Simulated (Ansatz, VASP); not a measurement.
# ScSi2: VASP beside Ansatz

The input INCAR:

```
ALGO = Normal ; EDIFF = 1E-6
ENCUT = 520 ; GGA = PS
ISIF = 2 ; ISMEAR = -1
LASPH = T ; LCHARG = F
LREAL = F ; LWAVE = F
NBANDS = 16 ; NELM = 60
PREC = Accurate ; SIGMA = 0.05
```

KPOINTS

```
k-points
0
Gamma
  13 13 11
```

The input POSCAR:

```
ScSi2
1.0
    3.6599987106      0.0000000000      0.0000000000
   -1.8299993553      3.1696518612      0.0000000000
    0.0000000000      0.0000000000      3.9474000000
Sc Si
1 2
Direct
    0.0000000000      0.0000000000      0.0000000000
    0.3333333333      0.6666666667      0.5000000000
    0.6666666667      0.3333333333      0.5000000000
```

Input for Ansatz:

```yaml
crystal:
  lattice:
    - [3.6599987106, 0.0, 0.0]
    - [-1.8299993553, 3.1696518612, 0.0]
    - [0.0, 0.0, 3.9474]
  atoms:
    - { symbol: Sc, position: [0.0, 0.0, 0.0] }
    - { symbol: Si, position: [0.3333333333, 0.6666666667, 0.5] }
    - { symbol: Si, position: [0.6666666667, 0.3333333333, 0.5] }
kpoints:
  mp_grid: { grid: [13, 13, 11] }
  band_path:
    path:
      - [0.0, 0.0, 0.0]
      - [0.5, 0.0, 0.0]
      - [0.3333333333, 0.3333333333, 0.0]
      - [0.0, 0.0, 0.0]
      - [0.0, 0.0, 0.5]
      - [0.5, 0.0, 0.5]
      - [0.3333333333, 0.3333333333, 0.5]
      - [0.0, 0.0, 0.5]
      - [0.5, 0.0, 0.5]
    npoints: 5
scf:
  occupations: { method: fermi_dirac, width: 0.05 }
hamiltonian:
  xc: pbesol
  pseudopotentials: { kind: all_electron, lapw: { basis_error: 0.001 } }
output:
  forces: true
  stress: true
  eigenvalues: true
```

Change from the starting cell: zz strain of +2 %.

Alike in both runs: task single point; functional PBEsol; k mesh 13 × 13 × 11; occupations fermi-dirac, width 0.05 eV; no spin polarisation.

```csv
,VASP,Ansatz
version,VASP 6.6.1,Ansatz 0.2.0
potentials or method,"VASP PAW PBE potentials, release 64 (Sc_sv, Si), cutoff 520 eV","all-electron LAPW, scalar-relativistic"
```

|  | VASP | Ansatz | Ansatz less VASP |
| --- | --- | --- | --- |
| pressure (GPa) | 19.9 | 19.5 | -0.39 |
| traceless stress, the component that is largest in VASP (GPa) | -25.46 | -25.32 | +0.134 |

VASP's potentials were made for PBE, not for PBEsol. Ansatz ran all-electron here, and VASP with PAW potentials.
